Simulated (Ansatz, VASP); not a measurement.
**AlGa3N4: VASP beside Ansatz**

```
Al Ga N
1.0
     4.15485    0.00000    0.00000
     0.00000    4.46758    0.00000
     0.00000    0.00000    4.46758
Al Ga N
1 3 4
Direct
  0.00000 0.00000 0.00000
  0.46313 0.50000 0.00000
  0.53687 0.00000 0.50000
  0.00000 0.50000 0.50000
  0.75505 0.74367 0.23358
  0.75505 0.25633 0.76642
  0.24495 0.76642 0.74367
  0.24495 0.23358 0.25633
```

Change from the starting cell: mode 4 frozen in at -0.165 Å, normal strain along x -0.0700.

Alike in both runs: task single point; functional PBEsol; k mesh 6 × 6 × 6; occupations gaussian, width 0.05 eV; no spin polarisation.

|  | VASP | Ansatz |
| --- | --- | --- |
| version | VASP 6.6.1 | Ansatz 0.2.0 |
| potentials or method | VASP PAW PBE potentials, release 64 (Al, Ga_d, N), cutoff 520 eV | scalar-relativistic, plane waves, PAW |
| valence electrons in the cell | 62 | 62 |

```tsv
	VASP	Ansatz	Ansatz less VASP
gap on the k mesh at the Fermi level (eV)	2.59	2.57	-0.017
least direct gap on the mesh (eV)	2.59	2.57	-0.017
pressure (GPa)	15.0	15.1	+0.13
traceless stress, the component that is largest in VASP (GPa)	3.58	3.53	-0.047
rms of the force components (eV/Å)	0.385	0.383	-0.0021
```

VASP's potentials were made for PBE, not for PBEsol, and Ansatz warns of the same on its side. Atom by atom the forces differ by 0.009 eV/Å (rms over components). With one functional, cell and mesh, what is left measures potentials, basis and numerics. Ansatz's warnings: structure snapped to symmetry.
